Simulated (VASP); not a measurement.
Wanted: the native input for a VASP 6.6.1 run.

```
Task                   : single point
Functional             : PBEsol
Potentials or basis    : VASP PAW PBE potentials, release 64 (Pb_d, S)
Cutoff                 : 520 eV
k mesh                 : 7 × 7 × 7
Occupations            : fermi-dirac, width 0.05 eV
Spin                   : no spin polarisation
Dipole correction      : no
Further INCAR settings : ALGO = Normal; EDIFF = 1e-06; NBANDS = 17
```

The structure of PbS lies in POSCAR:

```
PbS
1.0
    3.6536590000      0.0000000000      0.0000000000
    0.0000000000      3.6536590000      0.0000000000
    0.0000000000      0.0000000000      3.6536590000
Pb S
1 1
Direct
    0.0000000000      0.0000000000      0.0000000000
    0.5000000000      0.5000000000      0.5000000000
```

The input as run:

INCAR

```
PREC = Accurate
ENCUT = 520
EDIFF = 1E-6
ISMEAR = -1
SIGMA = 0.05
LREAL = False
LASPH = True
NELM = 100
ALGO = Normal
ISIF = 2
LWAVE = False
LCHARG = True
GGA = PS
LELF = True
LVHAR = True
NBANDS = 17
```

KPOINTS

```
regular mesh
0
Gamma
  7 7 7
```

Potentials or basis: VASP PAW PBE potentials, release 64 (Pb_d, S).

The run is started by

```bash
$ cat potpaw_PBE.64/Pb_d/POTCAR potpaw_PBE.64/S/POTCAR > POTCAR
$ mpirun -np 1 vasp_std > vasp.out
```

Results of the run:

The pressure is -3.6 GPa.

Caveat: the PAW data sets were made with another functional, which shifts forces and pressure a little.

Run time: 34 s on 1 thread of Intel Xeon 8259CL, on a shared host, peak memory 0.16 GiB.
